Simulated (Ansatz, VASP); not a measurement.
# MoS2 in VASP and in Ansatz

```xyz
6
Lattice="3.1222 0.0000 0.0000 -1.5611 2.7039 0.0000 0.0000 0.0000 12.0761" Properties=species:S:1:pos:R:3 pbc="T T T"
Mo    0.0000    1.8026    3.0190
Mo    1.5611    0.9013    9.0570
S     0.0000    1.8026    7.5028
S     1.5611    0.9013    1.4648
S     0.0000    1.8026   10.6113
S     1.5611    0.9013    4.5733
```

Alike in both runs: functional LDA; k mesh 10 × 10 × 4; occupations fermi-dirac, width 0.08 eV; no spin polarisation.

Ansatz relaxed the structure, and its values are those at the end. VASP's run is a single point on that final structure, the one shown.

|  | VASP | Ansatz |
| --- | --- | --- |
| version | VASP 6.6.1 | Ansatz 0.2.0 |
| potentials or method | VASP PAW LDA potentials, release 64 (Mo_sv, S) | PAW with Ansatz's default frozen-core files, scalar-relativistic |
| plane-wave cutoff (eV) | 520 | 420 |
| valence electrons in the cell | 52 | 52 |

```tsv
	VASP	Ansatz	Ansatz less VASP
pressure (GPa)	0.1	0.0	-0.12
rms of the force components (eV/Å)	0.007	0.001	-0.0058
```

LDA's correlation is that of Perdew and Zunger in VASP and of Perdew and Wang (1992) in Ansatz.
